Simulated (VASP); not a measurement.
Si:

```xyz
4
Lattice="2.3099 -3.9603 0.0000 2.3099 3.9603 0.0000 0.0000 0.0000 3.6873" Properties=species:S:1:pos:R:3 pbc="T T T"
Si    2.3099    2.7883    0.4818
Si    2.3099   -1.1720    1.3619
Si    2.3099   -2.7883    3.2055
Si    2.3099    1.1720    2.3255
```

* Program: VASP 6.6.1
* Task: relaxation of cell and atoms
* Functional: PBE
* Potentials or basis: VASP PAW PBE potentials, release 64 (Si)
* Cutoff: 600 eV
* k mesh: 12 × 12 × 12
* Occupations: gaussian, width 0.1 eV
* Spin: no spin polarisation

At the start: pressure 0.5 GPa; volume 16.87 Å³/atom.

Q: How do energy, volume and symmetry change on relaxing?

A: Over 12 steps the energy falls by 10.3 meV/atom and the volume is 16.95 Å³/atom (+0.5 %); space group Cmce (No. 64, to 0.1 Å) before and after.

Step by step:
| step | energy change (eV) | largest force (eV/Å) | pressure (GPa) | volume (Å³) |
| --- | --- | --- | --- | --- |
| 1 | 0.0000 | 0.0854 | 0.55 | 67.46 |
| 2 | -0.0180 | 0.1256 | -0.21 | 68.02 |
| 3 | -0.0228 | 0.1549 | -0.75 | 68.45 |
| 4 | -0.0288 | 0.1300 | 0.29 | 67.77 |
| 5 | -0.0289 | 0.1328 | 0.46 | 67.66 |
| 6 | -0.0340 | 0.0933 | 0.23 | 67.85 |
| 7 | -0.0370 | 0.0498 | -0.12 | 68.14 |
| 8 | -0.0405 | 0.0232 | -0.23 | 68.10 |
| 9 | -0.0410 | 0.0101 | -0.29 | 68.08 |
| 10 | -0.0410 | 0.0156 | 0.39 | 67.56 |
| 11 | -0.0413 | 0.0129 | 0.05 | 67.82 |
| 12 | -0.0413 | 0.0057 | 0.02 | 67.82 |

Final structure:
```
Si
1.0
     2.37293   -3.81651    0.00000
     2.37293    3.81651    0.00000
     0.00000    0.00000    3.74422
Si
4
Cartesian
  2.3729 2.6930 0.5544
  2.3729 -1.1235 1.3177
  2.3729 -2.6930 3.1898
  2.3729 1.1235 2.4265
```
